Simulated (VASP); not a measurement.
Wanted: the native input for a VASP 6.6.1 run.

| Item | Value |
| --- | --- |
| Task | relaxation of cell and atoms |
| Functional | PBE |
| Potentials or basis | VASP PAW PBE potentials, release 64 (Co, Si) |
| Cutoff | 600 eV |
| k mesh | 13 × 13 × 13 |
| Occupations | methfessel-paxton, width 0.1 eV |
| Spin | no spin polarisation |
| Dipole correction | no |
| Further INCAR settings | ALGO = Normal; EDIFF = 1e-06; IBRION = 2; EDIFFG = -0.005; NSW = 80; ISIF = 3 |

The structure of CoSi2 lies in POSCAR:

```
CoSi2
1.0
    0.0000000000      2.6564198000      2.6564198000
    2.6564198000      0.0000000000      2.6564198000
    2.6564198000      2.6564198000      0.0000000000
Co Si
1 2
Direct
    0.0000000000      0.0000000000      0.0000000000
    0.7500000000      0.7500000000      0.7500000000
    0.2500000000      0.2500000000      0.2500000000
```

The input as run:

INCAR

```
PREC = Accurate
ENCUT = 600
EDIFF = 1E-6
ISMEAR = 1
SIGMA = 0.1
LREAL = F
LASPH = T
NELM = 60
ALGO = Normal
ISIF = 3
LWAVE = F
LCHARG = F
GGA = PE
IBRION = 2
NSW = 80
EDIFFG = -0.005
```

KPOINTS

```
regular mesh
0
Gamma
  13 13 13
```

Potentials or basis: VASP PAW PBE potentials, release 64 (Co, Si).

The run is started by

```sh
$ cat potpaw_PBE.64/Co/POTCAR potpaw_PBE.64/Si/POTCAR > POTCAR
$ mpirun -np 1 vasp_std > vasp.out
```

It gave:

| Property | Result |
| --- | --- |
| Relaxed volume | 12.82 Å³/atom |
| Relaxed cell | a = 3.789 Å, b = 3.789 Å, c = 3.789 Å, α = 60.00°, β = 60.00°, γ = 60.00° |
| Space group after relaxing (to 0.1 Å) | Fm-3m (No. 225) |
| Energy gained by relaxing | 4.7 meV/atom |
| Ionic steps | 7 |
| Pressure after relaxing | 0.1 GPa |
| Band gap on the k mesh | zero (an odd number of electrons rules out a gap without spin polarisation) |

Caveat: the run has no spin polarisation, though such a crystal can be magnetic.

Run time: 110 s on 1 thread of AMD EPYC 9R45 96-Core Processor (Zen 5), on a shared host, peak memory 0.18 GiB.
